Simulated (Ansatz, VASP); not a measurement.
# CsCl in VASP and in Ansatz

Contents of INCAR:

```
SYSTEM = CsCl
ALGO = Normal
EDIFF = 1E-6
ENCUT = 500
GGA = PE
GGA_COMPAT = .False.
ISIF = 2
ISMEAR = 1
LASPH = .True.
LCHARG = .False.
LREAL = .False.
LWAVE = .False.
NBANDS = 15
NELM = 120
PREC = Accurate
SIGMA = 0.05
```

KPOINTS

```
k-points
0
Gamma
  4 4 4
  0 0 0
```

POSCAR

```
CsCl
1.0
    4.1406758806      0.0000000000      0.0000000000
    0.0000000000      4.1406758806      0.0000000000
    0.0000000000      0.0000000000      4.1406758806
Cs Cl
1 1
Direct
    0.0000000000      0.0000000000      0.0000000000
    0.5000000000      0.5000000000      0.5000000000
```

Input for Ansatz:

```yaml
crystal:
  lattice:
    - [4.1406758806, 0.0, 0.0]
    - [0.0, 4.1406758806, 0.0]
    - [0.0, 0.0, 4.1406758806]
  atoms:
    - { symbol: Cs, position: [0.0, 0.0, 0.0] }
    - { symbol: Cl, position: [0.5, 0.5, 0.5] }
kpoints:
  mp_grid: { grid: [4, 4, 4] }
hamiltonian:
  xc: pbe
scf:
  occupations: { method: methfessel_paxton, width: 0.05 }
  n_extra_bands: 4
output:
  forces: true
  stress: true
  eigenvalues: true
```

Alike in both runs: task single point; functional PBE; k mesh 4 × 4 × 4; occupations methfessel-paxton of order 1, width 0.05 eV; no spin polarisation.

|  | VASP | Ansatz |
| --- | --- | --- |
| version | VASP 6.6.1 | Ansatz 0.2.0 |
| potentials or method | VASP PAW PBE potentials, release 64 (Cs_sv, Cl) | plane waves |
| plane-wave cutoff (eV) | 500 | 420 |
| valence electrons in the cell | 16 | 16 |

Ansatz gave:

```
gap on the k mesh at the Fermi level (eV) : 5.21
pressure (GPa)                            : 0.8
```

**Question.** Estimate VASP's values.

**Answer.** gap on the k mesh at the Fermi level (eV): 5.20; pressure (GPa): 0.8.

Neither program's run includes spin-orbit coupling.
